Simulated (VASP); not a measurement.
Os: single point with PBEsol

The system is Os.

```
Os
1.0
     2.74318    0.00000    0.00000
    -1.37159    2.37567    0.00000
     0.00000    0.00000    4.33405
Os
2
Cartesian
  0.0000 1.5838 1.0835
  1.3716 0.7919 3.2505
```

This cell differs from its parent crystal: volume scaled by 1.01.

```yaml
Program: VASP 6.6.1
Task: single point
Functional: PBEsol
Potentials_or_basis: VASP PAW PBE potentials, release 64 (Os)
Cutoff: 520 eV
k_mesh: 15 × 15 × 9
Occupations: fermi-dirac, width 0.05 eV
Spin: no spin polarisation
```

```
Pressure               : -6.6 GPa
Band gap on the k mesh : zero (band 8 reaches 11.21 eV, above the bottom of band 9 at 7.44 eV)
```

Stress tensor (GPa, compression positive):
```
-6.65  0.00  0.00
 0.00 -6.65  0.00
 0.00  0.00 -6.55
```

Levels at points of the mesh, in eV from the Fermi level:
```
           k point  band 5  band 6  band 7  band 8  band 9  band 10  band 11  band 12
(0.00, 0.00, 0.00)   -2.76   -2.18   -2.18   -1.53   -1.53     0.01     1.68     1.68
```

Run time: 34 s on 1 thread of AMD EPYC 9R45 (Zen 5), with other jobs on the host, peak memory 0.14 GiB.

Caveat: the PAW data sets were made with another functional, which shifts forces and pressure a little; spin-orbit coupling is left out, which moves the levels of the heavy elements.
